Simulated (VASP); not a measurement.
# BaTiO3 in VASP: settings compared, part 2 of 2

VASP 6.6.1. The steps go on from the part before.

## 3. Single point, PBE+D3(BJ)

This run uses another cell than the first one, of 12.95 Å³/atom.

Input file INCAR:

```
SYSTEM = BaTiO3
ALGO = Normal
EDIFF = 1E-6
ENCUT = 520
GGA = PE
ISIF = 2
ISMEAR = -1
IVDW = 12
LASPH = .True.
LCHARG = .False.
LREAL = .False.
LWAVE = .False.
NBANDS = 51
NELM = 100
PREC = Accurate
SIGMA = 0.05
```

Input file KPOINTS:

```
k-points
0
Gamma
  7 7 4
  0 0 0
```

Input file POSCAR:

```
BaTiO3
1.0
    3.9911692535      0.0027617280     -0.0000108427
    0.0027617280      3.9915589190      0.0000083459
   -0.0000217840      0.0000167677      8.1314251182
Ba Ti O
2 2 6
Direct
    0.9977603526     -0.0022551876     -0.0023980096
    0.0022523068      1.0022598891      0.4976033568
    0.4870384915      0.4869302061      0.2397685922
    0.5129882111      0.5130436079      0.7397666952
    0.4997148495      0.4997134437      0.0125616550
    0.5002805453      0.5002915905      0.5125600152
    0.5062444470      0.0097086834      0.2570319634
    0.4937388014      0.9903076667      0.7570338141
    0.0096270669      0.5062916998      0.2570346056
    0.9903549279      0.4937084003      0.7570373121
```

Potentials or basis: VASP PAW PBE potentials, release 64 (Ba_sv, Ti_sv, O).

Started as:

```
$ cat potpaw_PBE.64/Ba_sv/POTCAR potpaw_PBE.64/Ti_sv/POTCAR potpaw_PBE.64/O/POTCAR > POTCAR
$ mpirun -np 1 vasp_std > vasp.out
```

OUTCAR:

```text
SYSTEM = BaTiO3
   EDIFF = 1E-6
   ENCUT = 520
   GGA = PE
   ISIF = 2
   ISMEAR = -1
   IVDW = 12
   LASPH = .True.
   LREAL = .False.
   NELM = 100
   PREC = Accurate
 IVDW          = 12

 ion  position               nearest neighbor table
   1  0.998  0.998  0.998-   8 2.78  10 2.78   8 2.81  10 2.81   5 2.82   5 2.82   5 2.82   5 2.84
                             9 2.88   7 2.88   7 2.93   9 2.93   3 3.39   3 3.44   3 3.44   4 3.45
   2  0.002  0.002  0.498-   7 2.78   9 2.78   7 2.81   9 2.81   6 2.82   6 2.82   6 2.82   6 2.84
[... 1529 lines left out ...]
  Total       1.42405     1.42108     1.44736    -0.01507    -0.00022     0.00018
  in kB      17.61271    17.57605    17.90099    -0.18642    -0.00276     0.00223
  external pressure =       17.70 kB  Pullay stress =        0.00 kB

 VOLUME and BASIS-vectors are now :
 -----------------------------------------------------------------------------
  energy-cutoff  :      520.00
  volume of cell :      129.54
      direct lattice vectors                 reciprocal lattice vectors
     3.991169253  0.002761728 -0.000010843     0.250553263 -0.000173356  0.000000672
     0.002761728  3.991558919  0.000008346    -0.000173356  0.250528803 -0.000000517
    -0.000021784  0.000016768  8.131425118     0.000000334 -0.000000257  0.122979673

 POSITION                                       TOTAL-FORCE (eV/Angst)
 -----------------------------------------------------------------------------------
      3.98496      3.98533      8.11192         0.002773      0.002572      0.031555
      0.00898      0.00904      4.04622        -0.002884     -0.002948      0.031256
      1.94519      1.94496      1.94966         0.029790      0.030352      0.057231
      2.04882      2.04927      6.01536        -0.030111     -0.029973      0.057916
      1.99583      1.99602      0.10214        -0.001036     -0.000931     -0.059020
      1.99807      1.99833      4.16784         0.001085      0.001020     -0.058769
      2.02053      0.04016      2.09003        -0.004309     -0.032127     -0.015015
      1.97331      3.95425      6.15577         0.004531      0.031792     -0.015314
      0.03982      2.02092      2.09006        -0.031735     -0.004231     -0.014775
      3.95402      1.97341      6.15579         0.031895      0.004472     -0.015065
 -----------------------------------------------------------------------------------
    total drift:                               -0.000072     -0.000071     -0.000418

  FREE ENERGIE OF THE ION-ELECTRON SYSTEM (eV)
  ---------------------------------------------------
  free  energy   TOTEN  =       -82.6404599296 eV

  energy  without entropy=      -82.6404599295  energy(sigma->0) =      -82.64045993
```

OSZICAR:

```text
N       E                     dE             d eps       ncg     rms          rms(c)
DAV:   1     0.101057482855E+04    0.10106E+04   -0.39945E+04 10098   0.170E+03
DAV:   2     0.546799719210E+02   -0.95589E+03   -0.89349E+03 11233   0.488E+02
DAV:   3    -0.916759490517E+02   -0.14636E+03   -0.14337E+03 13211   0.185E+02
DAV:   4    -0.100898335058E+03   -0.92224E+01   -0.92021E+01 15369   0.437E+01
DAV:   5    -0.101322003963E+03   -0.42367E+00   -0.42344E+00 14008   0.784E+00    0.334E+01
DAV:   6    -0.798570499961E+02    0.21465E+02   -0.11610E+02 15190   0.750E+01    0.139E+01
DAV:   7    -0.803646818689E+02   -0.50763E+00   -0.23800E+01 14699   0.278E+01    0.968E+00
DAV:   8    -0.799739591496E+02    0.39072E+00   -0.20045E+00 15006   0.110E+01    0.376E+00
DAV:   9    -0.800228652691E+02   -0.48906E-01   -0.53705E-01 12525   0.339E+00    0.136E+00
DAV:  10    -0.800259658280E+02   -0.31006E-02   -0.17139E-01 13953   0.226E+00    0.817E-01
DAV:  11    -0.800177289636E+02    0.82369E-02   -0.18737E-02 14811   0.113E+00    0.961E-02
DAV:  12    -0.800176761104E+02    0.52853E-04   -0.29680E-03 12233   0.301E-01    0.655E-02
DAV:  13    -0.800176101175E+02    0.65993E-04   -0.24829E-04 14772   0.133E-01    0.332E-02
DAV:  14    -0.800176343627E+02   -0.24245E-04   -0.16468E-04 15004   0.106E-01    0.430E-02
DAV:  15    -0.800176184378E+02    0.15925E-04   -0.45885E-05 14337   0.445E-02    0.172E-02
DAV:  16    -0.800176151274E+02    0.33104E-05   -0.18023E-05 14359   0.258E-02    0.469E-03
DAV:  17    -0.800176154830E+02   -0.35557E-06   -0.17890E-06  7489   0.802E-03
   1 F= -.82640460E+02 E0= -.82640460E+02  d E =-.491496E-10
```

stdout:

```text
POSCAR found type information on POSCAR BaTiO
 POSCAR found :  3 types and      10 ions
 scaLAPACK will be used
 LDA part: xc-table for (Slater+PW92), standard interpolation
 POSCAR, INCAR and KPOINTS ok, starting setup
 FFT: planning ... GRIDC
 FFT: planning ... GRID_SOFT
 FFT: planning ... GRID
 WAVECAR not read
 entering main loop
```

Run time: 15 min. Hardware: 1 thread of Intel Xeon Platinum 8259CL at 2.50GHz (Skylake/Cascade Lake), shared host; peak memory 0.61 GiB.

Results:

- Free energy: -82.6405 eV
- Pressure: 1.8 GPa
- Largest force: 0.072 eV/Å
- Band gap on the k mesh: 2.23 eV
- Dispersion energy per atom: -0.262 eV

Forces on the atoms (eV/Å):
```
Ba   0.003  0.003  0.032
Ba  -0.003 -0.003  0.031
Ti   0.030  0.030  0.057
Ti  -0.030 -0.030  0.058
O   -0.001 -0.001 -0.059
O    0.001  0.001 -0.059
O   -0.004 -0.032 -0.015
O    0.005  0.032 -0.015
O   -0.032 -0.004 -0.015
O    0.032  0.004 -0.015
```

Caveat: spin-orbit coupling is left out, which moves the levels of the heavy elements; an odd mesh through Γ misses points on the zone boundary, where band edges can lie.

## 4. Single point, RPBE+D3(BJ)

This run uses another cell than the first one, of 11.50 Å³/atom.

Input file INCAR:

```
SYSTEM = BaTiO3
  PREC = Accurate
  ENCUT = 520
  EDIFF = 1E-6
  ISMEAR = -1
  SIGMA = 0.05
  LREAL = .FALSE.
  LASPH = .TRUE.
  NELM = 60
  ALGO = Normal
  ISIF = 2
  LWAVE = .FALSE.
  LCHARG = .FALSE.
  GGA = RP
  IVDW = 12
  NBANDS = 51
```

Input file KPOINTS:

```
Automatic mesh
0
G
  7 7 4
  0 0 0
```

Input file POSCAR:

```
BaTiO3
1.0
    3.8597627874      0.0000009054      0.0000011428
    0.0000009054      3.8597638489     -0.0000014366
    0.0000022960     -0.0000028863      7.7195212410
Ba Ti O
2 2 6
Direct
    1.0000233808     -0.0000002298      0.0028078781
    0.0000298648      1.0000054605      0.5028005492
    0.5000835628      0.5000108938      0.2528128533
    0.5000645438      0.5000031854      0.7528155917
    0.4999636906      0.4999995183      0.0027911159
    0.4999638268      0.4999935132      0.5027944023
    0.4999619750     -0.0000037389      0.2527953507
    0.4999680707      0.9999975048      0.7527932082
   -0.0000270646      0.4999944542      0.2527946526
    0.9999681491      0.4999994385      0.7527943981
```

Started as:

```
$ cat potpaw_PBE.64/Ba_sv/POTCAR potpaw_PBE.64/Ti_sv/POTCAR potpaw_PBE.64/O/POTCAR > POTCAR
$ mpirun -np 1 vasp_std > vasp.out
```

Run time: 6.1 min. Hardware: 1 thread of Intel Xeon 6975P-C (Granite Rapids), shared host; peak memory 0.56 GiB.

Results (log left out):

| Property | Result |
| --- | --- |
| Free energy | -92.3525 eV |
| Pressure | 2.6 GPa |
| Band gap on the k mesh | 2.02 eV |
| Dispersion energy per atom | -1.830 eV |

Levels at points of the mesh, in eV from the valence-band top:
| k point | band 37 | band 38 | band 39 | band 40 | band 41 | band 42 | band 43 | band 44 |
| --- | --- | --- | --- | --- | --- | --- | --- | --- |
| (0.00, 0.00, 0.00) | -0.66 | 0.00 | 0.00 | 0.00 | 2.02 | 2.02 | 2.02 | 2.23 |
| (0.00, 0.00, 0.50) | -0.38 | -0.38 | -0.38 | -0.38 | 2.12 | 2.12 | 3.16 | 3.16 |

Caveat: the PAW data sets were made with another functional, which shifts forces and pressure a little; spin-orbit coupling is left out, which moves the levels of the heavy elements; an odd mesh through Γ misses points on the zone boundary, where band edges can lie. RPBE gaps usually lie below the measured ones, often by a third to a half.

## 5. Summary

| level | potentials or basis | U | cell | cutoff (eV) | gap on the mesh (eV) | pressure (GPa) |
| --- | --- | --- | --- | --- | --- | --- |
| LDA+U | VASP PAW LDA potentials, release 64 (Ba_sv, Ti_sv, O) | Ti d U = 5.0 eV | a = 3.947, b = 3.947, c = 7.894 Å, 10 atoms, atomic positions A | 600 | 2.37 | 5.1 |
| PBE+D3(BJ) | VASP PAW PBE potentials, release 64 (Ba_sv, Ti_sv, O) | - | a = 3.991, b = 3.992, c = 8.131 Å, angles 90.0, 90.0, 89.9°, 10 atoms, atomic positions B | 520 | 2.23 | 1.8 |
| RPBE+D3(BJ) | VASP PAW PBE potentials, release 64 (Ba_sv, Ti_sv, O) | - | a = 3.860, b = 3.860, c = 7.720 Å, 10 atoms, atomic positions A | 520 | 2.02 | 2.6 |

Alike in all rows: task single point; no spin polarisation; k mesh 7 × 7 × 4; smearing fermi-dirac 0.05 eV.

Caveats: spin-orbit coupling is left out, which moves the levels of the heavy elements; an odd mesh through Γ misses points on the zone boundary, where band edges can lie; the cell stands under pressure (at least some runs); the PAW data sets were made with another functional, which shifts forces and pressure a little (at least some runs).

Absolute energies hang on the potentials; compare differences alone.
